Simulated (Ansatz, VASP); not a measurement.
# Two plane-wave programs on Sn

INCAR

```
ALGO = Fast ; EDIFF = 1E-6
ENCUT = 520 ; GGA = PS
ISIF = 2 ; ISMEAR = 0
LASPH = True ; LCHARG = False
LREAL = False ; LWAVE = False
NBANDS = 21 ; NELM = 60
PREC = Accurate ; SIGMA = 0.15
```

The input KPOINTS:

```
k-points
0
Gamma
  12 12 12
```

File POSCAR:

```
Sn
1.0
    0.0000000000      3.2456000000      3.1238900000
    3.2456000000      0.0000000000      3.1238900000
    3.2456000000      3.2456000000      0.0000000000
Sn
2
Direct
    0.5000000000      0.5000000000      0.5000000000
    0.7500000000      0.7500000000      0.7500000000
```

Input for Ansatz:

```yaml
crystal:
  lattice:
    - [0.0, 3.2456, 3.12389]
    - [3.2456, 0.0, 3.12389]
    - [3.2456, 3.2456, 0.0]
  atoms:
    - { symbol: Sn, position: [0.5, 0.5, 0.5] }
    - { symbol: Sn, position: [0.75, 0.75, 0.75] }
basis:
  ecutwfc: 420
kpoints:
  mp_grid: { grid: [12, 12, 12] }
hamiltonian:
  xc: pbesol
scf:
  occupations: { method: gaussian, width: 0.15 }
output:
  forces: true
  stress: true
  eigenvalues: true
```

Change from the starting cell: strain -0.0375 x Voigt [0, 0, 1, 0, 0, 0], atoms carried along.

Alike in both runs: task single point; functional PBEsol; k mesh 12 × 12 × 12; occupations gaussian, width 0.15 eV; no spin polarisation.

|  | VASP | Ansatz |
| --- | --- | --- |
| version | VASP 6.6.1 | Ansatz 0.2.0 |
| potentials or method | VASP PAW PBE potentials, release 64 (Sn_d), cutoff 520 eV | scalar-relativistic, plane waves, PAW |
| valence electrons in the cell | 28 | 28 |

Ansatz gave:

- gap on the k mesh at the Fermi level (eV): none
- pressure (GPa): 2.9
- traceless stress, the component that is largest in VASP (GPa): 0.71

**Question.** Which values does VASP return?

**Answer.** gap on the k mesh at the Fermi level (eV): none; pressure (GPa): 2.8; traceless stress, the component that is largest in VASP (GPa): 0.71.

VASP's potentials were made for PBE, not for PBEsol. A gap of «none» marks a metal or a gap that the smearing closes. With one functional, cell and mesh, what is left measures potentials, basis and numerics.
